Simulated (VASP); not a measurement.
Here is a VASP 6.6.1 calculation.

The input INCAR:

```
  PREC = Accurate
  ENCUT = 500
  EDIFF = 1E-6
  ISMEAR = 0
  SIGMA = 0.1
  LREAL = F
  LASPH = T
  NELM = 120
  ALGO = Normal
  ISIF = 2
  LWAVE = F
  LCHARG = T
  GGA = PS
  LELF = T
  LVHAR = T
  NBANDS = 16
  GGA_COMPAT = F
```

Contents of KPOINTS:

```
regular mesh
0
Gamma
  6 6 6
```

Contents of POSCAR:

```
GaAs
1.0
    0.0000000000      2.6218356788      2.6218356788
    2.6218356788      0.0000000000      2.6218356788
    2.6218356788      2.6218356788      0.0000000000
Ga As
1 1
Direct
    0.0000000000      0.0000000000      0.0000000000
    0.7500000000      0.7500000000      0.7500000000
```

Potentials or basis: VASP PAW PBE potentials, release 64 (Ga_d, As).

Launch:

```console
$ cat potpaw_PBE.64/Ga_d/POTCAR potpaw_PBE.64/As/POTCAR > POTCAR
$ mpirun -np 1 vasp_std > vasp.out
```

(1) Estimate the pressure.

(2) Estimate the band gap on the k mesh.

Results:

(1) 27.2 GPa.

(2) 0.82 eV, indirect (least direct gap 2.25 eV).

Caveat: the cell differs from its parent crystal (N replaced by As, lengths x 1.149, strained); the PAW data sets were made with another functional, which shifts forces and pressure a little.
